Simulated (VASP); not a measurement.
# LaO (P4/mmm) in VASP: a series of runs

Runs on LaO. Level: PBEsol. Tasks: single point.

Everything below comes from runs of VASP 6.6.1. Logs are shortened: lines on timing, memory, paths and dates and some standing lists are left out, and cuts for length are marked.

## 1. The cell of the first run

The structure is tetragonal, space group P4/mmm (No. 123). The conventional cell has a = 2.987 Å, b = 2.987 Å, c = 3.002 Å, α = 90.00°, β = 90.00°, γ = 90.00°. La (site symmetry 4/mmm) has 8 O at 2.59 Å and 6 La at 2.99 to 3.00 Å within 3.4 Å. O (site symmetry 4/mmm) has 8 La at 2.59 Å and 6 O at 2.99 to 3.00 Å within 3.4 Å.

## 2. Single point, PBEsol

File INCAR:

```
SYSTEM = LaO
  PREC = Accurate
  ENCUT = 600
  EDIFF = 1E-6
  ISMEAR = 0
  SIGMA = 0.05
  LREAL = .FALSE.
  LASPH = .TRUE.
  NELM = 200
  ALGO = Normal
  ISIF = 2
  LWAVE = .FALSE.
  LCHARG = .FALSE.
  GGA = PS
  NBANDS = 16
  GGA_COMPAT = .FALSE.
  LMAXMIX = 6
```

File KPOINTS:

```
Automatic mesh
0
G
  6 6 5
  0 0 0
```

File POSCAR:

```
LaO
1.0
    2.9871341550      0.0000000000      0.0000000000
    0.0000000000      2.9871341550      0.0000000000
    0.0000000000      0.0000000000      3.0021238388
La O
1 1
Direct
    0.0000000000      0.0000000000      0.0000000000
    0.5000000000      0.5000000000      0.5000000000
```

Potentials or basis: VASP PAW PBE potentials, release 64 (La, O).

The run is started by

```console
$ cat potpaw_PBE.64/La/POTCAR potpaw_PBE.64/O/POTCAR > POTCAR
$ mpirun -np 1 vasp_std > vasp.out
```

OUTCAR:

```text
SYSTEM = LaO
   PREC = Accurate
   ENCUT = 600
   EDIFF = 1E-6
   ISMEAR = 0
   LREAL = .FALSE.
   LASPH = .TRUE.
   NELM = 200
   ISIF = 2
   GGA = PS

 ion  position               nearest neighbor table
   1  0.000  0.000  0.000-   2 2.59   2 2.59   2 2.59   2 2.59   2 2.59   2 2.59   2 2.59   2 2.59

   2  0.500  0.500  0.500-   1 2.59   1 2.59   1 2.59   1 2.59   1 2.59   1 2.59   1 2.59   1 2.59

  LATTYP: Found a simple tetragonal cell.
 ALAT       =     2.9871341550
 C/A-ratio  =     1.0050180819

  Lattice vectors:

 A1 = (   2.9871341550,   0.0000000000,   0.0000000000)
 A2 = (   0.0000000000,   2.9871341550,   0.0000000000)
 A3 = (   0.0000000000,   0.0000000000,   3.0021238388)

Analysis of symmetry for initial positions (statically):
=====================================================================
 Subroutine PRICEL returns:
 Original cell was already a primitive cell.

 Routine SETGRP: Setting up the symmetry group for a
 simple tetragonal supercell.

 Subroutine GETGRP returns: Found 16 space group operations
 (whereof 16 operations were pure point group operations)
 out of a pool of 16 trial point group operations.

The static configuration has the point symmetry D_4h.

Analysis of symmetry for dynamics (positions and initial velocities):
=====================================================================
 Subroutine PRICEL returns:
 Original cell was already a primitive cell.

 Routine SETGRP: Setting up the symmetry group for a
 simple tetragonal supercell.

 Subroutine GETGRP returns: Found 16 space group operations
 (whereof 16 operations were pure point group operations)
 out of a pool of 16 trial point group operations.

The dynamic configuration has the point symmetry D_4h.

 Subroutine INISYM returns: Found 16 space group operations
 (whereof 16 operations are pure point group operations),
 and found     1 'primitive' translations

----------------------------------------------------------------------------------------

                                     Primitive cell

  volume of cell :      26.7879

  direct lattice vectors                    reciprocal lattice vectors
     2.987134155  0.000000000  0.000000000     0.334769029  0.000000000  0.000000000
     0.000000000  2.987134155  0.000000000     0.000000000  0.334769029  0.000000000
     0.000000000  0.000000000  3.002123839     0.000000000  0.000000000  0.333097518

  length of vectors
     2.987134155  2.987134155  3.002123839     0.334769029  0.334769029  0.333097518

  position of ions in fractional coordinates (direct lattice)
     0.000000000  0.000000000  0.000000000
     0.500000000  0.500000000  0.500000000

  ion indices of the primitive-cell ions
   primitive index   ion index
                 1           1
                 2           2

----------------------------------------------------------------------------------------

 KPOINTS: Automatic mesh

Automatic generation of k-mesh.
 Grid dimensions read from file:
 generate k-points for:    6    6    5

 Generating k-lattice:

  Cartesian coordinates                     Fractional coordinates (reciprocal lattice)
     0.055794838  0.000000000  0.000000000     0.166666667  0.000000000  0.000000000
     0.000000000  0.055794838  0.000000000     0.000000000  0.166666667  0.000000000
     0.000000000  0.000000000  0.066619504     0.000000000  0.000000000  0.200000000

  Length of vectors
     0.055794838  0.055794838  0.066619504

  Shift w.r.t. Gamma in fractional coordinates (k-lattice)
     0.000000000  0.000000000  0.000000000

 Subroutine IBZKPT returns following result:
 ===========================================

 Found     30 irreducible k-points:

 Following reciprocal coordinates:
            Coordinates               Weight
  0.000000  0.000000  0.000000      1.000000
  0.166667  0.000000  0.000000      4.000000
  0.333333  0.000000  0.000000      4.000000
  0.500000  0.000000  0.000000      2.000000
  0.166667  0.166667  0.000000      4.000000
  0.333333  0.166667  0.000000      8.000000
[... 16 lines left out ...]
  0.333333  0.000000  0.400000      8.000000
  0.500000  0.000000  0.400000      4.000000
 [... further k-points ...]
   k-points           NKPTS =     30   k-points in BZ     NKDIM =     30   number of bands    NBANDS=     16
   number of dos      NEDOS =    301   number of ions     NIONS =      2
   total plane-waves  NPLWV =  13824
   dimension x,y,z NGX =    24 NGY =   24 NGZ =   24
   dimension x,y,z NGXF=    48 NGYF=   48 NGZF=   48
   ions per type =               1   1
   NGX,Y,Z   is equivalent  to a cutoff of  13.36, 13.36, 13.29 a.u.
   NGXF,Y,Z  is equivalent  to a cutoff of  26.71, 26.71, 26.58 a.u.
 SYSTEM =  LaO
   PREC   = accura    normal or accurate (medium, high low for compatibility)
   ISTART =      0    job   : 0-new  1-cont  2-samecut
   ICHARG =      2    charge: 1-file 2-atom 10-const
   ISPIN  =      1    spin polarized calculation?
   LNONCOLLINEAR =      F non collinear calculations
   LSORBIT =      F    spin-orbit coupling
   LASPH  =      T    aspherical Exc in radial PAW
   ENCUT  =  600.0 eV  44.10 Ry    6.64 a.u.   5.97  5.97  6.00*2*pi/ulx,y,z
   NELM   =    200;   NELMIN=  2; NELMDL= -5     # of ELM steps
   EDIFF  = 0.1E-05   stopping-criterion for ELM
   LREAL  =      F    real-space projection
   EDIFFG = 0.1E-04   stopping-criterion for IOM
   NSW    =      0    number of steps for IOM
   IBRION =     -1    ionic relax: 0-MD 1-quasi-New 2-CG
   NFREE  =      0    steps in history (QN), initial steepest desc. (CG)
   ISIF   =      2    stress and relaxation
   ISYM   =      2    0-nonsym 1-usesym 2-fastsym
   POTIM  = 0.5000    time-step for ionic-motion
   TEBEG  =    0.0;   TEEND  =   0.0 temperature during run
   PSTRESS=    0.0 pullay stress
   NELECT =      17.0000    total number of electrons
   NUPDOWN=      -1.0000    fix difference up-down
   EMIN   =  10.00;   EMAX   =-10.00  energy-range for DOS
   EFERMI =   0.00;   METHOD = LEGACY
   ISMEAR =     0;   SIGMA  =   0.05  broadening in eV -4-tet -1-fermi 0-gaus
   EFERMI_NEDOS =   21; number of points for ismear=-14 and -15
   IALGO  =     38    algorithm
   IMIX   =      4    mixing-type and parameters
     AMIX     =   0.40;   BMIX     =  1.00
     AMIX_MAG =   1.60;   BMIX_MAG =  1.00
  volume/ion in A,a.u.               =      13.39        90.39
  Fermi-wavevector in a.u.,A,eV,Ry     =   1.406841  2.658545 26.928685  1.979203
  Thomas-Fermi vector in A             =   2.529161
   LORBIT       =      0    0 simple, 1 ext, 2 COOP (PROOUT), +10 PAW based schemes
   GGA     = PS    functional components
   LHFCALC =     F    Hartree Fock is set to
   AEXX    =    0.0000 exact exchange contribution
   IVDW    =     0    specifies the selected vdW correction
   LEPSILON=     F    determine dielectric tensor
   LRPA    =     F    only Hartree local field effects (RPA)
 non-spin polarized calculation
 Gauss-broadening in eV      SIGMA  =   0.05
  energy-cutoff  :      600.00
  volume of cell :       26.79
 maximum number of plane-waves:       920
 NGX is ok and might be reduce to    24
   NGX = 11   NGY = 11   NGZ = 11

 number of electron      16.9999997 magnetization

 Free energy of the ion-electron system (eV)
  ---------------------------------------------------
  ext. energy  EPLUGINS =         0.00000000
  ---------------------------------------------------
  free energy    TOTEN  =       -15.17182969 eV

  energy without entropy =      -15.17063798  energy(sigma->0) =      -15.17123383

 E-fermi :  14.1076     XC(G=0): -12.5666

 val. band max:       13.9319187767   @ k =   0.5000   0.5000   0.0000
 cond. band min:      14.1188684352   @ k =   0.1667   0.1667   0.2000
 fundamental gap:      0.1869496585
 Fermi energy:        14.1076027661

 k-point     1 :       0.0000    0.0000    0.0000
  band No.  band energies     occupation
      1     -19.9760      2.00000
      2      -5.7209      2.00000
      3      -1.6246      2.00000
      4      -1.5386      2.00000
      5      -1.5386      2.00000
      6       9.9229      2.00000
[... 8 lines left out ...]
     15      17.0784      0.00000
     16      17.1008      0.00000

 k-point     2 :       0.1667    0.0000    0.0000
  band No.  band energies     occupation
      1     -19.7977      2.00000
      2      -6.2783      2.00000
      3      -1.8643      2.00000
      4      -1.4605      2.00000
      5      -1.3755      2.00000
      6       9.0691      2.00000
[... 8 lines left out ...]
     15      17.0579      0.00000
     16      17.0798      0.00000

 k-point     3 :       0.3333    0.0000    0.0000
  band No.  band energies     occupation
      1     -19.4041      2.00000
      2      -7.5306      2.00000
      3      -2.0547      2.00000
      4      -1.1036      2.00000
      5      -1.0208      2.00000
      6       7.6707      2.00000
[... 8 lines left out ...]
     15      17.1137      0.00000
     16      17.1325      0.00000

 k-point     4 :       0.5000    0.0000    0.0000
  band No.  band energies     occupation
      1     -19.1841      2.00000
      2      -8.1812      2.00000
      3      -2.0260      2.00000
      4      -0.9075      2.00000
      5      -0.8262      2.00000
      6       7.0568      2.00000
[... 8 lines left out ...]
     15      17.2229      0.00000
     16      17.2400      0.00000
[... 324 lines left out ...]
 k-point    22 :       0.1667    0.0000    0.4000
  band No.  band energies     occupation
      1     -19.1328      2.00000
      2      -7.6549      2.00000
      3      -2.7947      2.00000
      4      -1.8164      2.00000
      5      -0.7961      2.00000
      6       7.7589      2.00000
[... 8 lines left out ...]
     15      16.7657      0.00000
     16      17.1896      0.00000

 k-point    23 :       0.3333    0.0000    0.4000
  band No.  band energies     occupation
      1     -18.7816      2.00000
      2      -6.9228      2.00000
      3      -4.4119      2.00000
      4      -3.2135      2.00000
      5      -0.5385      2.00000
      6       8.3236      2.00000
[... 8 lines left out ...]
     15      16.7401      0.00000
     16      17.0065      0.00000

 k-point    24 :       0.5000    0.0000    0.4000
  band No.  band energies     occupation
      1     -18.5889      2.00000
      2      -6.4900      2.00000
      3      -4.6553      2.00000
      4      -4.4123      2.00000
      5      -0.4027      2.00000
      6       8.9900      2.00000
[... 8 lines left out ...]
     15      16.8316      0.00000
     16      16.9263      0.00000

 [... further k-points ...]

------------------------ aborting loop because EDIFF is reached ----------------------------------------

  FORCE on cell =-STRESS in cart. coord.  units (eV):
  Direction    XX          YY          ZZ          XY          YZ          ZX
  --------------------------------------------------------------------------------------
  -------------------------------------------------------------------------------------
  Total        3.4266155      3.4266155      3.4278874      0.0000000      0.0000000      0.0000000
  in kB      204.9452717    204.9452717    205.0213440      0.0000000      0.0000000      0.0000000
  external PRESSURE =     204.9706292 kB  Pullay stress =       0.0000000 kB

 VOLUME and BASIS-vectors are now :
 -----------------------------------------------------------------------------
  energy-cutoff  :      600.00
  volume of cell :       26.79
      direct lattice vectors                 reciprocal lattice vectors
     2.987134155  0.000000000  0.000000000     0.334769029  0.000000000  0.000000000
     0.000000000  2.987134155  0.000000000     0.000000000  0.334769029  0.000000000
     0.000000000  0.000000000  3.002123839     0.000000000  0.000000000  0.333097518

 POSITION                                       TOTAL-FORCE (eV/Angst)
 -----------------------------------------------------------------------------------
      0.00000      0.00000      0.00000         0.000000      0.000000      0.000000
      1.49357      1.49357      1.50106         0.000000      0.000000      0.000000
 -----------------------------------------------------------------------------------
    total drift:                                0.000000      0.000000     -0.000000

  FREE ENERGIE OF THE ION-ELECTRON SYSTEM (eV)
  ---------------------------------------------------
  free  energy   TOTEN  =       -15.1718296877 eV

  energy  without entropy=      -15.1706379796  energy(sigma->0) =      -15.17123383
```

Wall time 6.5 s (1 thread of Intel Xeon 6975P-C (Granite Rapids), shared host); peak memory 0.16 GiB.

Results:

```yaml
Free_energy: -15.1718 eV
Pressure: 20.5 GPa
Band_gap_on_the_k_mesh: zero (an odd number of electrons rules out a gap without spin polarisation)
```

Caveat: the k points lie up to 0.42 Å⁻¹ apart, too coarse for converged energies and pressures of a metal; the PAW data sets were made with another functional, which shifts forces and pressure a little; spin-orbit coupling is left out, which moves the levels of the heavy elements; an odd number of electrons without spin polarisation forces a metal; a magnetic or distorted state may lie lower.

## 3. Single point, PBEsol

This run uses another cell than the first one, of 14.07 Å³/atom.

File INCAR:

```
SYSTEM = LaO
ALGO = Normal
EDIFF = 1E-6
ENCUT = 600
GGA = PS
GGA_COMPAT = .False.
ISIF = 2
ISMEAR = 0
LASPH = .True.
LCHARG = .False.
LMAXMIX = 6
LREAL = .False.
LWAVE = .False.
NBANDS = 16
NELM = 200
PREC = Accurate
SIGMA = 0.05
```

File KPOINTS:

```
k-points
0
Gamma
  6 6 5
  0 0 0
```

File POSCAR:

```
LaO
1.0
    3.0358975264      0.0000000000      0.0000000000
    0.0000000000      3.0358975264      0.0000000000
    0.0000000000      0.0000000000      3.0521365108
La O
1 1
Direct
    0.0000000000      0.0000000000      0.0000000000
    0.5000000000      0.5000000000      0.5000000000
```

Potentials or basis: VASP PAW PBE potentials, release 64 (La, O).

The run is started by

```console
$ cat potpaw_PBE.64/La/POTCAR potpaw_PBE.64/O/POTCAR > POTCAR
$ mpirun -np 1 vasp_std > vasp.out
```

It took 6.4 s on 1 thread of Intel Xeon 6975P-C (Granite Rapids), shared host; peak memory 0.15 GiB.

It converged, with:

| Quantity | Value |
| --- | --- |
| Free energy | -15.3013 eV |
| Pressure | 10.4 GPa |
| Band gap on the k mesh | zero (an odd number of electrons rules out a gap without spin polarisation) |

Levels at points of the mesh, in eV from the Fermi level:
| k point | band 5 | band 6 | band 7 | band 8 | band 9 | band 10 | band 11 | band 12 |
| --- | --- | --- | --- | --- | --- | --- | --- | --- |
| (0.00, 0.00, 0.00) | -15.75 | -4.09 | -4.07 | -4.07 | -2.69 | -2.67 | 1.81 | 1.83 |
| (0.50, 0.00, 0.00) | -15.15 | -6.85 | -5.28 | -5.22 | -1.35 | 0.75 | 1.49 | 2.05 |
| (0.50, 0.50, 0.00) | -14.80 | -4.88 | -4.88 | -4.69 | -0.22 | 0.13 | 1.79 | 1.79 |

Caveat: the k points lie up to 0.41 Å⁻¹ apart, too coarse for converged energies and pressures of a metal; the PAW data sets were made with another functional, which shifts forces and pressure a little; spin-orbit coupling is left out, which moves the levels of the heavy elements; an odd number of electrons without spin polarisation forces a metal; a magnetic or distorted state may lie lower.
